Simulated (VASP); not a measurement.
A run of VASP 6.6.1 is set up as follows.

INCAR

```
SYSTEM = Ag
ALGO = Fast
EDIFF = 1E-6
ENCUT = 520
GGA = PS
ISIF = 2
ISMEAR = 0
LASPH = .TRUE.
LCHARG = .FALSE.
LREAL = .FALSE.
LWAVE = .FALSE.
NBANDS = 18
NELM = 60
PREC = Accurate
SIGMA = 0.15
```

The input KPOINTS:

```
k-points
0
G
  18 18 10
  0 0 0
```

POSCAR

```
Ag
1.0
    3.0471980036      0.0000000000      0.0000000000
   -1.5235990018      2.6389508815      0.0000000000
    0.0000000000      0.0000000000      4.7900000000
Ag
2
Direct
    0.3333333333      0.6666666667      0.2500000000
    0.6666666667      0.3333333333      0.7500000000
```

Potentials or basis: VASP PAW PBE potentials, release 64 (Ag).

Launch:

```sh
$ cat potpaw_PBE.64/Ag/POTCAR > POTCAR
$ mpirun -np 1 vasp_std > vasp.out
```

Predict the pressure.

-11.1 GPa.

Estimate the band gap on the k mesh.

zero (bands 11 and 12 overlap by 6.84 eV).

Stress tensor (GPa, compression positive):
```
-11.79   0.00   0.00
  0.00 -11.79   0.00
  0.00   0.00  -9.68
```

Caveat: the cell differs from its parent crystal (strain +0.040 along x and y, +0.000 along z); the cell stands under tension; the PAW data sets were made with another functional, which shifts forces and pressure a little.
